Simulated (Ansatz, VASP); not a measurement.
Sb in VASP and in Ansatz

File INCAR:

```
SYSTEM = Sb
PREC = Accurate ; ENCUT = 520
EDIFF = 1E-6 ; ISMEAR = -1
SIGMA = 0.08 ; LREAL = .False.
LASPH = .True. ; NELM = 80
ALGO = Normal ; ISIF = 2
LWAVE = .False. ; LCHARG = .True.
GGA = CA ; LELF = .True.
LVHAR = .True. ; NBANDS = 8
```

KPOINTS

```
Automatic mesh
0
Gamma
  14 14 14
  0 0 0
```

The input POSCAR:

```
Sb
1.0
   -1.7488164357      1.7488164357      1.7488164357
    1.7488164357     -1.7488164357      1.7488164357
    1.7488164357      1.7488164357     -1.7488164357
Sb
1
Direct
    0.0000000000      0.0000000000      0.0000000000
```

Input for Ansatz:

```yaml
crystal:
  lattice:
    - [-1.7488164357, 1.7488164357, 1.7488164357]
    - [1.7488164357, -1.7488164357, 1.7488164357]
    - [1.7488164357, 1.7488164357, -1.7488164357]
  atoms:
    - { symbol: Sb, position: [0.0, 0.0, 0.0] }
kpoints:
  mp_grid: { grid: [14, 14, 14] }
  band_path:
    path:
      - [0.0, 0.0, 0.0]
      - [0.5, -0.5, 0.5]
      - [0.0, 0.0, 0.5]
      - [0.0, 0.0, 0.0]
      - [0.25, 0.25, 0.25]
      - [0.5, -0.5, 0.5]
      - [0.25, 0.25, 0.25]
      - [0.0, 0.0, 0.5]
    npoints: 8
scf:
  occupations: { method: fermi_dirac, width: 0.08 }
hamiltonian:
  xc: lda
  pseudopotentials: { kind: paw }
output:
  forces: true
  stress: true
  eigenvalues: true
  populations: true
  dos: { projected: true, de: 0.2, e_range: [-14, 8] }
```

Change from the starting cell: volume scaled by 0.84, PAW files.

Alike in both runs: task single point; functional LDA; k mesh 14 × 14 × 14; occupations fermi-dirac, width 0.08 eV; no spin polarisation.

```csv
,VASP,Ansatz
version,VASP 6.6.1,Ansatz 0.2.0
potentials or method,"VASP PAW LDA potentials, release 64 (Sb)","PAW with Ansatz's default frozen-core files, scalar-relativistic"
plane-wave cutoff (eV),520,420
valence electrons in the cell,5,15
```

```tsv
	VASP	Ansatz	Ansatz less VASP
pressure (GPa)	19.3	18.7	-0.60
```

LDA's correlation is that of Perdew and Zunger in VASP and of Perdew and Wang (1992) in Ansatz. VASP's potentials hold 5 valence electrons a cell and Ansatz's 15, so a difference there can come from the potentials and not from the codes.

Spin-orbit coupling is off throughout.
